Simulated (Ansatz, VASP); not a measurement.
GaN: VASP beside Ansatz

File INCAR:

```
ALGO = Normal
EDIFF = 1E-8
ENCUT = 520
GGA = PS
ISIF = 2
ISMEAR = -1
LASPH = T
LCHARG = F
LEFG = T
LREAL = F
LWAVE = F
NBANDS = 16
NELM = 80
PREC = Accurate
SIGMA = 0.02
```

File KPOINTS:

```
k-points
0
Gamma
  13 13 13
```

POSCAR

```
GaN
1.0
    0.0000000000      1.9526500000      1.9925000000
    1.9526500000      0.0000000000      1.9925000000
    1.9526500000      1.9526500000      0.0000000000
Ga N
1 1
Direct
    0.5000000000      0.5000000000      0.5000000000
    0.0000000000      0.0000000000      0.0000000000
```

Input for Ansatz:

```yaml
crystal:
  lattice:
    - [0.0, 1.95265, 1.9925]
    - [1.95265, 0.0, 1.9925]
    - [1.95265, 1.95265, 0.0]
  atoms:
    - { symbol: Ga, position: [0.5, 0.5, 0.5] }
    - { symbol: "N", position: [0.0, 0.0, 0.0] }
kpoints:
  mp_grid: { grid: [13, 13, 13] }
scf:
  occupations: { method: fermi_dirac, width: 0.02 }
hamiltonian:
  xc: pbesol
  pseudopotentials: { kind: paw }
output:
  forces: true
  stress: true
  eigenvalues: true
  efg: { contact_densities: true }
  write_density: true
  write_potential: true
  elf: true
  volumetric_format: npy
```

Change from the starting cell: equal xx and yy strain of -2 %, PAW files.

Alike in both runs: task electric field gradients; functional PBEsol; k mesh 13 × 13 × 13; occupations fermi-dirac, width 0.02 eV; no spin polarisation.

```csv
,VASP,Ansatz
version,VASP 6.6.1,Ansatz 0.2.0
potentials or method,"VASP PAW PBE potentials, release 64 (Ga_d, N)","PAW with Ansatz's default frozen-core files, scalar-relativistic"
plane-wave cutoff (eV),520,420
valence electrons in the cell,18,18
```

|  | VASP | Ansatz | Ansatz less VASP |
| --- | --- | --- | --- |
| gap on the k mesh at the Fermi level (eV) | 1.96 | 1.97 | +0.012 |
| pressure (GPa) | 80.5 | 79.6 | -0.89 |
| traceless stress, the component that is largest in VASP (GPa) | -8.04 | -8.16 | -0.125 |
| size of Vzz on the site where it differs most (V/Å²) | 21.9 | 22.3 | +0.33 |

VASP's potentials were made for PBE, not for PBEsol. Both programs put the cell under a high pressure, so it lies far from rest at this level.

Noted on VASP's run: the cell as given lies far from equilibrium.
